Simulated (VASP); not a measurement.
# Ge2Sb2Te5 (P-3m1) in VASP: a series of runs, part 2 of 2

VASP 6.6.1. The steps go on from the part before.

### Step 3. Single point, PBE (29.96 Å³/atom)

This run uses another cell than the first one, of 29.96 Å³/atom.

File INCAR:

```
SYSTEM = Ge2Sb2Te5
ALGO = Fast
EDIFF = 1E-6
ENCUT = 520
GGA = PE
ISIF = 2
ISMEAR = 0
LASPH = .TRUE.
LCHARG = .TRUE.
LELF = .TRUE.
LREAL = .FALSE.
LVHAR = .TRUE.
LWAVE = .FALSE.
NBANDS = 44
NELM = 80
PREC = Accurate
SIGMA = 0.03
```

File KPOINTS:

```
k-points
0
G
  12 12 2
  0 0 0
```

File POSCAR:

```
Ge2Sb2Te5
1.0
    4.0198848015      0.0000000000      0.0000000000
   -2.0099424007      3.4813223584      0.0000000000
    0.0000000000      0.0000000000     19.2669058650
Ge Sb Te
2 2 5
Direct
    0.0000000000      0.0000000000      0.3313200918
    0.0000000000      0.0000000000      0.6686799082
    0.3333333333      0.6666666667      0.1120971408
    0.6666666667      0.3333333333      0.8879028592
    0.0000000000      0.0000000000      0.0000000000
    0.3333333333      0.6666666667      0.7914345914
    0.6666666667      0.3333333333      0.2085654086
    0.3333333333      0.6666666667      0.4096023866
    0.6666666667      0.3333333333      0.5903976134
```

Potentials or basis: VASP PAW PBE potentials, release 64 (Ge_d, Sb, Te).

The run is started by

```bash
$ cat potpaw_PBE.64/Ge_d/POTCAR potpaw_PBE.64/Sb/POTCAR potpaw_PBE.64/Te/POTCAR > POTCAR
$ mpirun -np 1 vasp_std > vasp.out
```

OUTCAR:

```text
SYSTEM = Ge2Sb2Te5
   EDIFF = 1E-6
   ENCUT = 520
   GGA = PE
   ISIF = 2
   ISMEAR = 0
   LASPH = .TRUE.
   LREAL = .FALSE.
   NELM = 80
   PREC = Accurate

 ion  position               nearest neighbor table
   1  0.000  0.000  0.331-   8 2.77   8 2.77   8 2.77
   2  0.000  0.000  0.669-   9 2.77   9 2.77   9 2.77
   3  0.333  0.667  0.112-   7 2.97   7 2.97   7 2.97   5 3.17   5 3.17   5 3.17
   4  0.667  0.333  0.888-   6 2.97   6 2.97   6 2.97   5 3.17   5 3.17   5 3.17
   5  0.000  0.000  0.000-   3 3.17   4 3.17   3 3.17   4 3.17   4 3.17   3 3.17
   6  0.333  0.667  0.791-   4 2.97   4 2.97   4 2.97
   7  0.667  0.333  0.209-   3 2.97   3 2.97   3 2.97
   8  0.333  0.667  0.410-   1 2.77   1 2.77   1 2.77
   9  0.667  0.333  0.590-   2 2.77   2 2.77   2 2.77

  LATTYP: Found a hexagonal cell.
 ALAT       =     4.0198848015
 C/A-ratio  =     4.7929000000

  Lattice vectors:

 A1 = (   4.0198848015,   0.0000000000,   0.0000000000)
 A2 = (  -2.0099424007,   3.4813223584,   0.0000000000)
 A3 = (   0.0000000000,   0.0000000000,  19.2669058650)

Analysis of symmetry for initial positions (statically):
=====================================================================
 Subroutine PRICEL returns:
 Original cell was already a primitive cell.

 Routine SETGRP: Setting up the symmetry group for a
 hexagonal supercell.

 Subroutine GETGRP returns: Found 12 space group operations
 (whereof 12 operations were pure point group operations)
 out of a pool of 24 trial point group operations.

The static configuration has the point symmetry D_3d.

Analysis of symmetry for dynamics (positions and initial velocities):
[... 147 lines left out ...]
  Fermi-wavevector in a.u.,A,eV,Ry     =   1.034319  1.954580 14.555729  1.069816
  Thomas-Fermi vector in A             =   2.168609
   LORBIT       =      0    0 simple, 1 ext, 2 COOP (PROOUT), +10 PAW based schemes
   GGA     = PE    functional components
   LHFCALC =     F    Hartree Fock is set to
   AEXX    =    0.0000 exact exchange contribution
   IVDW    =     0    specifies the selected vdW correction
   LEPSILON=     F    determine dielectric tensor
   LRPA    =     F    only Hartree local field effects (RPA)
 non-spin polarized calculation
 RMM-DIIS sequential band-by-band and
 Gauss-broadening in eV      SIGMA  =   0.03
  energy-cutoff  :      520.00
  volume of cell :      269.63
 maximum number of plane-waves:      7307
 NGX is ok and might be reduce to    30
   NGX = 15   NGY = 15   NGZ = 71

 number of electron      68.0000036 magnetization

 Free energy of the ion-electron system (eV)
  ---------------------------------------------------
  ext. energy  EPLUGINS =         0.00000000
  ---------------------------------------------------
  free energy    TOTEN  =       -33.43149087 eV

  energy without entropy =      -33.43048881  energy(sigma->0) =      -33.43098984

 E-fermi :   6.4143     XC(G=0):  -9.4363

 val. band max:        6.3970692033   @ k =   0.4167   0.1667   0.0000
 cond. band min:       6.4241608942   @ k =   0.3333  -0.0000   0.5000
 fundamental gap:      0.0270916909
 Fermi energy:         6.4143264172

 k-point     1 :       0.0000    0.0000    0.0000
  band No.  band energies     occupation
      1     -18.3958      2.00000
      2     -18.3958      2.00000
      3     -18.3958      2.00000
      4     -18.3958      2.00000
      5     -18.3804      2.00000
      6     -18.3804      2.00000
[... 1117 lines left out ...]
     43       9.4173      0.00000
     44       9.6220      0.00000

 [... further k-points ...]

------------------------ aborting loop because EDIFF is reached ----------------------------------------

  FORCE on cell =-STRESS in cart. coord.  units (eV):
  Direction    XX          YY          ZZ          XY          YZ          ZX
  --------------------------------------------------------------------------------------
  -------------------------------------------------------------------------------------
  Total        7.0134121      7.0134121      0.1432721      0.0000000      0.0000000     -0.0000000
  in kB       41.6744730     41.6744730      0.8513388      0.0000000      0.0000000     -0.0000000
  external PRESSURE =      28.0667616 kB  Pullay stress =       0.0000000 kB

 VOLUME and BASIS-vectors are now :
 -----------------------------------------------------------------------------
  energy-cutoff  :      520.00
  volume of cell :      269.63
      direct lattice vectors                 reciprocal lattice vectors
     4.019884801  0.000000000  0.000000000     0.248763348  0.143623586  0.000000000
    -2.009942401  3.481322358  0.000000000     0.000000000  0.287247171  0.000000000
     0.000000000  0.000000000 19.266905865     0.000000000  0.000000000  0.051902470

 POSITION                                       TOTAL-FORCE (eV/Angst)
 -----------------------------------------------------------------------------------
      0.00000      0.00000      6.38351         0.000000     -0.000000     -0.089407
      0.00000      0.00000     12.88339        -0.000000      0.000000      0.089407
     -0.00000      2.32088      2.15977         0.000000      0.000000     -0.202701
      2.00994      1.16044     17.10714         0.000000     -0.000000      0.202701
      0.00000      0.00000      0.00000         0.000000      0.000000      0.000000
     -0.00000      2.32088     15.24850        -0.000000     -0.000000     -0.128600
      2.00994      1.16044      4.01841         0.000000      0.000000      0.128600
     -0.00000      2.32088      7.89177        -0.000000      0.000000      0.066108
      2.00994      1.16044     11.37514         0.000000     -0.000000     -0.066108
 -----------------------------------------------------------------------------------
    total drift:                                0.000000      0.000000      0.000000

  FREE ENERGIE OF THE ION-ELECTRON SYSTEM (eV)
  ---------------------------------------------------
  free  energy   TOTEN  =       -33.4314908652 eV

  energy  without entropy=      -33.4304888125  energy(sigma->0) =      -33.43098984
```

stdout:

```text
POSCAR found type information on POSCAR GeSbTe
 POSCAR found :  3 types and       9 ions
 scaLAPACK will be used
 LDA part: xc-table for (Slater+PW92), standard interpolation
 POSCAR, INCAR and KPOINTS ok, starting setup
 FFT: planning ... GRIDC
 FFT: planning ... GRID_SOFT
 FFT: planning ... GRID
 WAVECAR not read
 entering main loop
WARNING in EDDRMM: call to ZHEGV failed, returncode =   6  3     14
WARNING in EDDRMM: call to ZHEGV failed, returncode =   8  4     41
```

It took 7.4 min on 1 thread of Oxide Virtual Turin-like, shared host; peak memory 0.58 GiB.

Results:

```
Free energy            : -33.4315 eV
Pressure               : 2.8 GPa
Largest force          : 0.203 eV/Å
Band gap on the k mesh : zero (bands 34 and 35 overlap by 0.62 eV)
```

Forces on the atoms (eV/Å):
```
Ge   0.000  0.000 -0.089
Ge   0.000  0.000  0.089
Sb   0.000  0.000 -0.203
Sb   0.000  0.000  0.203
Te   0.000  0.000  0.000
Te   0.000  0.000 -0.129
Te   0.000  0.000  0.129
Te   0.000  0.000  0.066
Te   0.000  0.000 -0.066
```

Stress tensor (GPa, compression positive):
```
4.17 0.00 0.00
0.00 4.17 0.00
0.00 0.00 0.09
```

Caveat: spin-orbit coupling is left out, which moves the levels of the heavy elements; this functional lacks dispersion, which binds layers or chains, so the pressure and a relaxed spacing across them are unreliable.

### Step 4. Single point, PBE (31.65 Å³/atom)

File INCAR:

```
PREC = Accurate
ENCUT = 520
EDIFF = 1E-6
ISMEAR = 0
SIGMA = 0.03
LREAL = F
LASPH = T
NELM = 60
ALGO = Fast
ISIF = 2
LWAVE = F
LCHARG = F
GGA = PE
NBANDS = 44
```

File KPOINTS:

```
Automatic mesh
0
Gamma
  12 12 2
```

Changes to POSCAR since step 3:

```diff
@@ -2,5 +2,5 @@
 1.0
-    4.0198848015      0.0000000000      0.0000000000
-   -2.0099424007      3.4813223584      0.0000000000
-    0.0000000000      0.0000000000     19.2669058650
+    4.1776229135      0.0000000000      0.0000000000
+   -2.0888114567      3.6179275706      0.0000000000
+    0.0000000000      0.0000000000     18.8444214384
 Ge Sb Te
```

The run is started by

```bash
$ cat potpaw_PBE.64/Ge_d/POTCAR potpaw_PBE.64/Sb/POTCAR potpaw_PBE.64/Te/POTCAR > POTCAR
$ mpirun -np 1 vasp_std > vasp.out
```

Wall time 11 min (1 thread of Oxide Virtual Turin-like, shared host); peak memory 0.59 GiB.

Results (log left out):

```yaml
Free_energy: -33.7789 eV
Pressure: 0.1 GPa
Largest_force: 0.156 eV/Å
Band_gap_on_the_k_mesh: zero (bands 34 and 35 overlap by 0.15 eV)
```

Forces in eV/Å, atoms in the order of the input:
```
Ge   0.000  0.000  0.090
Ge   0.000  0.000 -0.090
Sb   0.000  0.000 -0.001
Sb   0.000  0.000  0.001
Te   0.000  0.000  0.000
Te   0.000  0.000  0.143
Te   0.000  0.000 -0.143
Te   0.000  0.000 -0.156
Te   0.000  0.000  0.156
```

Stress tensor (GPa, compression positive):
```
 0.74  0.00  0.00
 0.00  0.74  0.00
 0.00  0.00 -1.25
```

Levels at points of the mesh, in eV from the Fermi level:
```
           k point  band 31  band 32  band 33  band 34  band 35  band 36  band 37  band 38
(0.00, 0.00, 0.00)    -1.24    -1.17    -1.06     0.14     0.15     0.32     0.32     1.12
(0.50, 0.00, 0.00)    -2.20    -1.71    -1.45    -1.36     0.06     0.33     0.62     1.29
(0.00, 0.00, 0.50)    -1.26    -1.26    -0.77     0.00     0.25     0.33     0.33     1.10
(0.50, 0.00, 0.50)    -2.18    -2.15    -1.67    -0.87     0.04     0.40     0.58     1.45
```

Caveat: spin-orbit coupling is left out, which moves the levels of the heavy elements; this functional lacks dispersion, which binds layers or chains, so the pressure and a relaxed spacing across them are unreliable.

### Step 5. Summary

| cell | gap on the mesh (eV) | pressure (GPa) | largest force (eV/Å) |
| --- | --- | --- | --- |
| a = 4.263, b = 4.263, c = 18.098 Å, angles 90.0, 90.0, 120.0°, 9 atoms | 0.02 | 0.0 | 0.02 |
| a = 4.020, b = 4.020, c = 19.267 Å, angles 90.0, 90.0, 120.0°, 9 atoms | none | 2.8 | 0.20 |
| a = 4.178, b = 4.178, c = 18.844 Å, angles 90.0, 90.0, 120.0°, 9 atoms | none | 0.1 | 0.16 |

Alike in all rows: task single point; level PBE; potentials or basis VASP PAW PBE potentials, release 64 (Ge_d, Sb, Te); no spin polarisation; k mesh 12 × 12 × 2; cutoff (eV) 520; smearing gaussian 0.03 eV.

Caveats: spin-orbit coupling is left out, which moves the levels of the heavy elements; this functional lacks dispersion, which binds layers or chains, so the pressure and a relaxed spacing across them are unreliable; semilocal functionals underestimate gaps, and a narrow one can read as zero (at least some runs).

Absolute energies hang on the potentials; compare differences alone.

The gap in the log of VASP goes by the Fermi energy; the results here count the filled bands.